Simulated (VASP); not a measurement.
## Cs: single point with PBEsol

The system is Cs.

```
Cs
1.0
    -0.85566    3.57017    3.57017
     3.57017   -0.85566    3.57017
     3.57017    3.57017   -0.85566
Cs
1
Direct
  0.00000 0.00000 0.00000
```

This cell differs from its parent crystal: ratio of the length along [111] to the lengths across it x 0.71, volume and fractional coordinates fixed.

```json
{"Program": "VASP 6.6.1", "Task": "single point", "Functional": "PBEsol", "Potentials or basis": "VASP PAW PBE potentials, release 64 (Cs_sv)", "Cutoff": "520 eV", "k mesh": "12 × 12 × 12", "Occupations": "gaussian, width 0.15 eV", "Spin": "no spin polarisation"}
```

The pressure is -0.1 GPa. The band gap on the k mesh is zero (an odd number of electrons rules out a gap without spin polarisation).

Stress tensor (GPa, compression positive):
```
-0.13  0.13  0.13
 0.13 -0.13  0.13
 0.13  0.13 -0.13
```

Levels at points of the mesh, in eV from the Fermi level:
```
           k point  band 1  band 2  band 3  band 4  band 5  band 6  band 7  band 8  band 9  band 10
(0.00, 0.00, 0.00)  -23.96  -10.68  -10.68  -10.66   -1.62    1.68    1.68    3.64    3.81     3.81
(0.50, 0.00, 0.00)  -23.96  -10.82  -10.68  -10.67   -0.17    0.50    1.80    3.34    3.35     3.57
(0.50, 0.50, 0.00)  -23.95  -10.82  -10.77  -10.67    0.35    1.07    1.48    2.84    3.37     3.69
(0.50, 0.50, 0.50)  -23.95  -10.84  -10.75  -10.75    0.49    1.64    1.64    1.83    3.76     4.81
```

Wall time 2.6 min on 1 thread of Oxide Virtual Turin-like Processor, with other jobs on the host, peak memory 0.35 GiB.

Caveat: the PAW data sets were made with another functional, which shifts forces and pressure a little; spin-orbit coupling is left out, which moves the levels of the heavy elements.
